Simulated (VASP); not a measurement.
Ge2Sb2Te5: single point with PBE

Ge2Sb2Te5:

```
CELL_PARAMETERS angstrom
3.86283 0.00000 0.00000
-1.93142 3.34531 0.00000
0.00000 0.00000 18.51417
ATOMIC_POSITIONS crystal
Ge 0.00000 0.00000 0.33132
Ge 0.00000 0.00000 0.66868
Sb 0.33333 0.66667 0.11210
Sb 0.66667 0.33333 0.88790
Te 0.00000 0.00000 0.00000
Te 0.33333 0.66667 0.79143
Te 0.66667 0.33333 0.20857
Te 0.33333 0.66667 0.40960
Te 0.66667 0.33333 0.59040
```

| Item | Value |
| --- | --- |
| Program | VASP 6.6.1 |
| Task | single point |
| Functional | PBE |
| Potentials or basis | VASP PAW PBE potentials, release 64 (Ge_d, Sb, Te) |
| Cutoff | 520 eV |
| k mesh | 12 × 12 × 2 |
| Occupations | gaussian, width 0.03 eV |
| Spin | no spin polarisation |

- Pressure: 11.6 GPa
- Largest force: 1.282 eV/Å
- Band gap on the k mesh: zero (bands 34 and 35 overlap by 1.12 eV)

Forces in eV/Å, atoms in the order of the input:
```
Ge   0.000  0.000 -0.938
Ge   0.000  0.000  0.938
Sb   0.000  0.000 -0.736
Sb   0.000  0.000  0.736
Te   0.000  0.000  0.000
Te   0.000  0.000 -1.282
Te   0.000  0.000  1.282
Te   0.000  0.000  1.100
Te   0.000  0.000 -1.100
```

Stress tensor (GPa, compression positive):
```
12.84  0.00  0.00
 0.00 12.84  0.00
 0.00  0.00  9.01
```

Levels at points of the mesh, in eV from the Fermi level:
```tsv
k point	band 31	band 32	band 33	band 34	band 35	band 36	band 37	band 38
(0.00, 0.00, 0.00)	-0.79	-0.35	-0.34	0.84	0.92	0.92	1.15	1.74
(0.50, 0.00, 0.00)	-2.67	-1.61	-1.53	-1.15	-0.28	0.61	1.01	1.52
(0.00, 0.00, 0.50)	-0.80	-0.80	0.32	0.65	0.94	0.94	1.18	1.68
(0.50, 0.00, 0.50)	-2.39	-2.27	-1.58	-0.70	0.10	0.38	0.95	1.36
```

Run time: 5.3 min on 1 thread of Intel(R) Xeon(R) 6975P-C (Granite Rapids) (shared host), peak memory 0.56 GiB.

Caveat: the cell stands under pressure; spin-orbit coupling is left out, which moves the levels of the heavy elements; this functional lacks dispersion, which binds the layers, so the pressure and a relaxed spacing across them are unreliable; forces of over 1 eV/Å act on the atoms, so gaps and moduli don't describe the material at rest.
